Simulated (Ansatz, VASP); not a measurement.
# Two plane-wave programs on Rh

INCAR

```
ALGO = Normal
EDIFF = 1E-6
ENCUT = 520
GGA = PE
ISIF = 2
ISMEAR = 0
LASPH = True
LCHARG = True
LELF = True
LREAL = False
LVHAR = True
LWAVE = False
NBANDS = 14
NELM = 100
PREC = Accurate
SIGMA = 0.15
```

The input KPOINTS:

```
k-points
0
Gamma
  22 22 22
```

Contents of POSCAR:

```
Rh
1.0
    0.0000000000      1.9525935247      1.9525935247
    1.9525935247      0.0000000000      1.9525935247
    1.9525935247      1.9525935247      0.0000000000
Rh
1
Direct
    0.0000000000      0.0000000000      0.0000000000
```

Input for Ansatz:

```yaml
crystal:
  lattice:
    - [0.0, 1.9525935247, 1.9525935247]
    - [1.9525935247, 0.0, 1.9525935247]
    - [1.9525935247, 1.9525935247, 0.0]
  atoms:
    - { symbol: Rh, position: [0.0, 0.0, 0.0] }
basis:
  ecutwfc: 420
kpoints:
  mp_grid: { grid: [22, 22, 22] }
hamiltonian:
  xc: pbe
  pseudopotentials: { kind: paw, azcp: { folder: soft_1 } }
scf:
  occupations: { method: gaussian, width: 0.15 }
  lower_state_search: "off"
output:
  forces: true
  stress: true
  eigenvalues: true
```

Alike in both runs: task single point; functional PBE; k mesh 22 × 22 × 22; occupations gaussian, width 0.15 eV; no spin polarisation.

|  | VASP | Ansatz |
| --- | --- | --- |
| version | VASP 6.6.1 | Ansatz 0.2.0 |
| potentials or method | VASP PAW PBE potentials, release 64 (Rh_pv), cutoff 520 eV | scalar-relativistic, plane waves, PAW |
| valence electrons in the cell | 15 | 17 |

|  | VASP | Ansatz | Ansatz less VASP |
| --- | --- | --- | --- |
| gap on the k mesh at the Fermi level (eV) | none | none | - |
| pressure (GPa) | -12.8 | -12.8 | -0.01 |

A gap of «none» marks a metal or a gap that the smearing closes. With one functional, cell and mesh, what is left measures potentials, basis and numerics. VASP's potentials hold 15 valence electrons a cell and Ansatz's 17, so a difference there can come from the potentials and not from the codes.
